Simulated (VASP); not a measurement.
Here is a VASP 6.6.1 calculation.

Contents of INCAR:

```
SYSTEM = Sr2AlBiO6
  ALGO = Normal
  EDIFF = 1E-7
  ENCUT = 520
  GGA = PE
  ISIF = 2
  ISMEAR = 0
  LASPH = .TRUE.
  LCHARG = .FALSE.
  LREAL = .FALSE.
  LWAVE = .FALSE.
  NBANDS = 48
  NELM = 100
  PREC = Accurate
  SIGMA = 0.05
```

File KPOINTS:

```
k-points
0
G
  6 6 6
  0 0 0
```

Contents of POSCAR:

```
Sr2AlBiO6
1.0
    0.0000000000      4.0318060600      4.0318060600
    4.0318060600      0.0000000000      4.0318060600
    4.0318060600      4.0318060600      0.0000000000
Sr Al Bi O
2 1 1 6
Direct
    0.2500000000      0.2500000000      0.2500000000
    0.7500000000      0.7500000000      0.7500000000
    0.0000000000      0.0000000000      0.0000000000
    0.5000000000      0.5000000000      0.5000000000
    0.7613502300      0.2386497700      0.2386497700
    0.2386497700      0.7613502300      0.7613502300
    0.2386497700      0.7613502300      0.2386497700
    0.7613502300      0.2386497700      0.7613502300
    0.2386497700      0.2386497700      0.7613502300
    0.7613502300      0.7613502300      0.2386497700
```

Potentials or basis: VASP PAW PBE potentials, release 64 (Sr_sv, Al, Bi_d, O).

Command:

```console
$ cat potpaw_PBE.64/Sr_sv/POTCAR potpaw_PBE.64/Al/POTCAR potpaw_PBE.64/Bi_d/POTCAR potpaw_PBE.64/O/POTCAR > POTCAR
$ mpirun -np 1 vasp_std > vasp.out
```

(1) Predict the band gap on the k mesh.

(2) Predict the largest force.

(3) Predict the pressure.

Results:

(1) zero (filled and empty bands touch).

(2) 0.183 eV/Å.

(3) -1.0 GPa.

Caveat: spin-orbit coupling is left out, which moves the levels of the heavy elements.
